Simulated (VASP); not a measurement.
# TiO2 in VASP: settings compared, part 2 of 2

VASP 6.6.1.

## 3. Single point, PBE (uniaxial x strain +0.3%)

File INCAR:

```
SYSTEM = TiO2
  PREC = Accurate
  ENCUT = 520
  EDIFF = 1E-7
  ISMEAR = -1
  SIGMA = 0.02
  LREAL = .FALSE.
  LASPH = .TRUE.
  NELM = 60
  ALGO = Normal
  ISIF = 2
  LWAVE = .FALSE.
  LCHARG = .FALSE.
  GGA = PE
  NBANDS = 19
```

File KPOINTS:

```
Automatic mesh
0
G
  10 10 10
  0 0 0
```

File POSCAR:

```
TiO2
1.0
    0.0000000000      2.3968272579      2.3968272579
    2.4052161533      0.0000000000      2.3968272579
    2.4052161533      2.3968272579      0.0000000000
Ti O
1 2
Direct
    0.0000000000      0.0000000000      0.0000000000
    0.2500000000      0.2500000000      0.2500000000
    0.7500000000      0.7500000000      0.7500000000
```

Potentials or basis: VASP PAW PBE potentials, release 64 (Ti_sv, O).

Started as:

```sh
cat potpaw_PBE.64/Ti_sv/POTCAR potpaw_PBE.64/O/POTCAR > POTCAR
mpirun -np 1 vasp_std > vasp.out
```

OUTCAR:

```text
SYSTEM = TiO2
   PREC = Accurate
   ENCUT = 520
   EDIFF = 1E-7
   ISMEAR = -1
   LREAL = .FALSE.
   LASPH = .TRUE.
   NELM = 60
   ISIF = 2
   GGA = PE

 ion  position               nearest neighbor table
   1  0.000  0.000  0.000-   3 2.08   3 2.08   3 2.08   2 2.08   3 2.08   2 2.08   2 2.08   2 2.08

   2  0.250  0.250  0.250-   1 2.08   1 2.08   1 2.08   1 2.08
   3  0.750  0.750  0.750-   1 2.08   1 2.08   1 2.08   1 2.08

  LATTYP: Found a body centered tetragonal cell.
 ALAT       =     3.3896256148
 C/A-ratio  =     1.4191633098

  Lattice vectors:

 A1 = (   2.4052161533,   0.0000000000,   2.3968272579)
 A2 = (   2.4052161533,   0.0000000000,  -2.3968272579)
 A3 = (  -2.4052161533,   2.3968272579,   0.0000000000)

Analysis of symmetry for initial positions (statically):
=====================================================================
 Subroutine PRICEL returns:
 Original cell was already a primitive cell.

 Routine SETGRP: Setting up the symmetry group for a
 body centered tetragonal supercell.

 Subroutine GETGRP returns: Found 16 space group operations
 (whereof 16 operations were pure point group operations)
 out of a pool of 16 trial point group operations.

The static configuration has the point symmetry D_4h.

Analysis of symmetry for dynamics (positions and initial velocities):
=====================================================================
 Subroutine PRICEL returns:
 Original cell was already a primitive cell.

 Routine SETGRP: Setting up the symmetry group for a
 body centered tetragonal supercell.

 Subroutine GETGRP returns: Found 16 space group operations
 (whereof 16 operations were pure point group operations)
 out of a pool of 16 trial point group operations.

The dynamic configuration has the point symmetry D_4h.

 Subroutine INISYM returns: Found 16 space group operations
 (whereof 16 operations are pure point group operations),
 and found     1 'primitive' translations

[... 107 lines left out ...]
   NELECT =      24.0000    total number of electrons
   NUPDOWN=      -1.0000    fix difference up-down
   EMIN   =  10.00;   EMAX   =-10.00  energy-range for DOS
   EFERMI =   0.00;   METHOD = LEGACY
   ISMEAR =    -1;   SIGMA  =   0.02  broadening in eV -4-tet -1-fermi 0-gaus
   EFERMI_NEDOS =   21; number of points for ismear=-14 and -15
   IALGO  =     38    algorithm
   IMIX   =      4    mixing-type and parameters
     AMIX     =   0.40;   BMIX     =  1.00
     AMIX_MAG =   1.60;   BMIX_MAG =  1.00
  volume/ion in A,a.u.               =       9.21        62.16
  Fermi-wavevector in a.u.,A,eV,Ry     =   1.561922  2.951605 33.192784  2.439601
  Thomas-Fermi vector in A             =   2.664916
   LORBIT       =      0    0 simple, 1 ext, 2 COOP (PROOUT), +10 PAW based schemes
   GGA     = PE    functional components
   LHFCALC =     F    Hartree Fock is set to
   AEXX    =    0.0000 exact exchange contribution
   IVDW    =     0    specifies the selected vdW correction
   LEPSILON=     F    determine dielectric tensor
   LRPA    =     F    only Hartree local field effects (RPA)
 non-spin polarized calculation
  energy-cutoff  :      520.00
  volume of cell :       27.63
 maximum number of plane-waves:       757
 NGX is ok and might be reduce to    28
   NGX = 13   NGY = 13   NGZ = 13

 number of electron      23.9999996 magnetization

 Free energy of the ion-electron system (eV)
  ---------------------------------------------------
  ext. energy  EPLUGINS =         0.00000000
  ---------------------------------------------------
  free energy    TOTEN  =       -26.02074827 eV

  energy without entropy =      -26.02074827  energy(sigma->0) =      -26.02074827

 E-fermi :   7.8713     XC(G=0): -12.2238

 val. band max:        7.3650687152   @ k =   0.5000   0.5000   0.0000
 cond. band min:       8.4667194493   @ k =   0.0000   0.0000   0.0000
 fundamental gap:      1.1016507342
 Fermi energy:         7.8713486044

 k-point     1 :       0.0000    0.0000    0.0000
  band No.  band energies     occupation
      1     -50.4142      2.00000
      2     -26.5007      2.00000
      3     -26.5007      2.00000
      4     -26.5001      2.00000
      5     -12.3468      2.00000
      6      -8.5353      2.00000
[... 505 lines left out ...]
      6      -9.8558      2.00000
[... 11 lines left out ...]
     18      17.9145      0.00000
     19      21.5512      0.00000

 [... further k-points ...]
[... 5 lines left out ...]
  --------------------------------------------------------------------------------------
  -------------------------------------------------------------------------------------
  Total        0.7858055      1.1074539      1.1074539      0.0000000      0.0000000      0.0000000
  in kB       45.5583603     64.2064480     64.2064480      0.0000000      0.0000000      0.0000000
  external PRESSURE =      57.9904188 kB  Pullay stress =       0.0000000 kB

 VOLUME and BASIS-vectors are now :
 -----------------------------------------------------------------------------
  energy-cutoff  :      520.00
  volume of cell :       27.63
      direct lattice vectors                 reciprocal lattice vectors
     0.000000000  2.396827258  2.396827258    -0.207881524  0.208609110  0.208609110
     2.405216153  0.000000000  2.396827258     0.207881524 -0.208609110  0.208609110
     2.405216153  2.396827258  0.000000000     0.207881524  0.208609110 -0.208609110

 POSITION                                       TOTAL-FORCE (eV/Angst)
 -----------------------------------------------------------------------------------
      0.00000      0.00000      0.00000         0.000000      0.000000     -0.000000
      1.20261      1.19841      1.19841        -0.000000     -0.000000     -0.000000
      3.60782      3.59524      3.59524         0.000000      0.000000      0.000000
 -----------------------------------------------------------------------------------
    total drift:                                0.000000     -0.000000      0.000000

  FREE ENERGIE OF THE ION-ELECTRON SYSTEM (eV)
  ---------------------------------------------------
  free  energy   TOTEN  =       -26.0207482744 eV

  energy  without entropy=      -26.0207482744  energy(sigma->0) =      -26.02074827
```

stdout:

```text
POSCAR found type information on POSCAR TiO
 POSCAR found :  2 types and       3 ions
 scaLAPACK will be used
 LDA part: xc-table for (Slater+PW92), standard interpolation
 POSCAR, INCAR and KPOINTS ok, starting setup
 FFT: planning ... GRIDC
 FFT: planning ... GRID_SOFT
 FFT: planning ... GRID
 WAVECAR not read
 entering main loop
```

Wall time 91 s (1 thread of Intel Xeon Platinum 8259CL at 2.50GHz (Skylake/Cascade Lake), shared host); peak memory 0.19 GiB.

Results:

```yaml
Free_energy: -26.0207 eV
Pressure: 5.8 GPa
Band_gap_on_the_k_mesh: 1.10 eV, indirect (least direct gap 1.80 eV)
```

Caveat: the cell differs from its parent crystal (uniaxial x strain +0.3%). A k mesh can miss the band edges.

## 4. Single point, PBE (strain along [111] +1.0%)

File INCAR:

```
SYSTEM = TiO2
  ALGO = Normal
  EDIFF = 1E-6
  ENCUT = 520
  GGA = PE
  ISIF = 2
  ISMEAR = -1
  LASPH = .True.
  LCHARG = .False.
  LREAL = .False.
  LWAVE = .False.
  NBANDS = 19
  NELM = 100
  PREC = Accurate
  SIGMA = 0.02
```

File KPOINTS:

```
k-points
0
Gamma
  10 10 10
  0 0 0
```

File POSCAR:

```
TiO2
1.0
    0.0164582138      2.4132854717      2.4132854717
    2.4132854717      0.0164582138      2.4132854717
    2.4132854717      2.4132854717      0.0164582138
Ti O
1 2
Direct
    0.0000000000      0.0000000000      0.0000000000
    0.2496527415      0.2496527415      0.2496527415
    0.7503472585      0.7503472585      0.7503472585
```

Started as:

```sh
cat potpaw_PBE.64/Ti_sv/POTCAR potpaw_PBE.64/O/POTCAR > POTCAR
mpirun -np 1 vasp_std > vasp.out
```

Run time: 95 s. Hardware: 1 thread of Intel Xeon Platinum 8259CL at 2.50GHz (Skylake/Cascade Lake), shared host; peak memory 0.19 GiB.

Results (log left out):

```yaml
Free_energy: -26.0268 eV
Pressure: 4.0 GPa
Largest_force: 0.010 eV/Å
Band_gap_on_the_k_mesh: 1.12 eV, indirect (least direct gap 1.81 eV)
```

Forces in eV/Å, atoms in the order of the input:
```
Ti   0.000  0.000  0.000
O   -0.006 -0.006 -0.006
O    0.006  0.006  0.006
```

Stress tensor (GPa, compression positive):
```
 4.00 -0.23 -0.23
-0.23  4.00 -0.23
-0.23 -0.23  4.00
```

Levels at points of the mesh, in eV from the valence-band top:
| k point | band 10 | band 11 | band 12 | band 13 | band 14 | band 15 |
| --- | --- | --- | --- | --- | --- | --- |
| (0.00, 0.00, 0.00) | -0.87 | -0.87 | -0.84 | 1.12 | 1.12 | 5.27 |
| (0.50, 0.00, 0.00) | -3.27 | -2.54 | -2.50 | 1.45 | 1.48 | 2.84 |
| (0.50, 0.50, 0.00) | -2.12 | -2.04 | 0.00 | 1.81 | 1.82 | 2.84 |
| (0.50, 0.50, 0.50) | -3.23 | -2.51 | -2.51 | 1.45 | 1.45 | 2.75 |

Caveat: the cell differs from its parent crystal (strain along [111] +1.0%). A k mesh can miss the band edges.

## 5. Single point, r2SCAN (biaxial xy strain -1.7%)

File POSCAR:

```
TiO2
1.0
    0.0000000000      2.3556018291      2.3968272579
    2.3556018291      0.0000000000      2.3968272579
    2.3556018291      2.3556018291      0.0000000000
Ti O
1 2
Direct
    0.0000000000      0.0000000000      0.0000000000
    0.2500000000      0.2500000000      0.2500000000
    0.7500000000      0.7500000000      0.7500000000
```

File INCAR.step1:

```
SYSTEM = TiO2
  PREC = Accurate
  ENCUT = 520
  ISMEAR = 0
  SIGMA = 0.01
  LREAL = .False.
  LASPH = .True.
  NELM = 60
  NBANDS = 19
  GGA = PE
  ALGO = Normal
  EDIFF = 1E-4
  LWAVE = .True.
  LCHARG = .False.
```

File INCAR.step2:

```
SYSTEM = TiO2
  PREC = Accurate
  ENCUT = 520
  EDIFF = 1E-6
  ISMEAR = 0
  SIGMA = 0.01
  LREAL = .False.
  LASPH = .True.
  NELM = 60
  ALGO = Normal
  ISIF = 2
  LWAVE = .False.
  LCHARG = .False.
  METAGGA = R2SCAN
  LMIXTAU = .True.
  NBANDS = 19
  ISTART = 1
```

File KPOINTS:

```
regular mesh
0
Gamma
  10 10 10
  0 0 0
```

Started as:

```sh
cat potpaw_PBE.64/Ti_sv/POTCAR potpaw_PBE.64/O/POTCAR > POTCAR
cp INCAR.step1 INCAR
mpirun -np 1 vasp_std > vasp.out
cp INCAR.step2 INCAR
mpirun -np 1 vasp_std > vasp.out
```

Wall time 4.2 min (1 thread of Intel Xeon Platinum 8259CL at 2.50GHz (Skylake/Cascade Lake), shared host); peak memory 0.2 GiB.

The run converged. Its results:

| Quantity | Value |
| --- | --- |
| Free energy | -34.0497 eV |
| Pressure | 12.1 GPa |
| Band gap on the k mesh | 1.46 eV, indirect (least direct gap 2.19 eV) |

Stress tensor (GPa, compression positive):
```
15.64  0.00  0.00
 0.00 15.64  0.00
 0.00  0.00  5.05
```

Levels at points of the mesh, in eV from the valence-band top:
| k point | band 8 | band 9 | band 10 | band 11 | band 12 | band 13 | band 14 | band 15 | band 16 | band 17 |
| --- | --- | --- | --- | --- | --- | --- | --- | --- | --- | --- |
| (0.00, 0.00, 0.00) | -6.53 | -6.48 | -1.21 | -0.92 | -0.92 | 1.46 | 1.56 | 5.90 | 5.90 | 5.96 |
| (0.50, 0.00, 0.00) | -5.29 | -3.68 | -3.50 | -2.80 | -2.76 | 1.83 | 1.87 | 3.28 | 5.49 | 5.51 |
| (0.50, 0.50, 0.00) | -4.97 | -4.97 | -2.25 | -2.25 | -0.21 | 2.22 | 2.27 | 3.25 | 4.58 | 4.58 |
| (0.50, 0.00, 0.50) | -5.08 | -4.94 | -2.50 | -2.17 | 0.00 | 2.19 | 2.35 | 3.37 | 4.58 | 4.67 |

Caveat: the cell differs from its parent crystal (biaxial xy strain -1.7%); the PAW data sets were made with another functional, which shifts forces and pressure a little. A k mesh can miss the band edges.

## 6. The runs side by side

| level | cell | smearing | gap on the mesh (eV) | pressure (GPa) |
| --- | --- | --- | --- | --- |
| PBE | a = 3.361, b = 3.361, c = 3.331 Å, angles 60.3, 60.3, 59.4°, 3 atoms | fermi-dirac 0.02 eV | 1.03 | 17.1 |
| PBE | a = 3.390, b = 3.396, c = 3.396 Å, angles 59.9, 60.1, 60.1°, 3 atoms | fermi-dirac 0.02 eV | 1.10 | 5.8 |
| PBE | a = 3.413 Å, angles 59.5°, 3 atoms | fermi-dirac 0.02 eV | 1.12 | 4.0 |
| r2SCAN | a = 3.361, b = 3.361, c = 3.331 Å, angles 60.3, 60.3, 59.4°, 3 atoms | gaussian 0.01 eV | 1.46 | 12.1 |

Alike in all rows: task single point; potentials or basis VASP PAW PBE potentials, release 64 (Ti_sv, O); no spin polarisation; k mesh 10 × 10 × 10; cutoff (eV) 520.

Caveats: the PAW data sets were made with another functional, which shifts forces and pressure a little (some runs).

Absolute energies hang on the potentials; compare differences alone.
